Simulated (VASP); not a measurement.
Here is a VASP 6.6.1 calculation.

INCAR

```
SYSTEM = Al
ALGO = Normal
EDIFF = 1E-7
ENCUT = 520
GGA = PE
ISIF = 2
ISMEAR = -1
LASPH = .TRUE.
LCHARG = .TRUE.
LELF = .TRUE.
LREAL = .FALSE.
LVHAR = .TRUE.
LWAVE = .FALSE.
NBANDS = 10
NELM = 60
PREC = Accurate
SIGMA = 0.08
```

File KPOINTS:

```
k-points
0
G
  16 16 16
  0 0 0
```

File POSCAR:

```
Al
1.0
    0.0000000000      2.0244647032      2.0244647032
    2.0244647032      0.0000000000      2.0244647032
    2.0244647032      2.0244647032      0.0000000000
Al
2
Direct
   -0.1250000000     -0.1250000000     -0.1250000000
    0.1250000000      0.1250000000      0.1250000000
```

Potentials or basis: VASP PAW PBE potentials, release 64 (Al).

Run with:

```bash
$ cat potpaw_PBE.64/Al/POTCAR > POTCAR
$ mpirun -np 1 vasp_std > vasp.out
```

(1) Predict the band gap on the k mesh.

(2) Predict the pressure.

## Answers

(1) zero (band 3 reaches 22.33 eV, above the bottom of band 4 at 12.05 eV).

(2) 400.1 GPa.
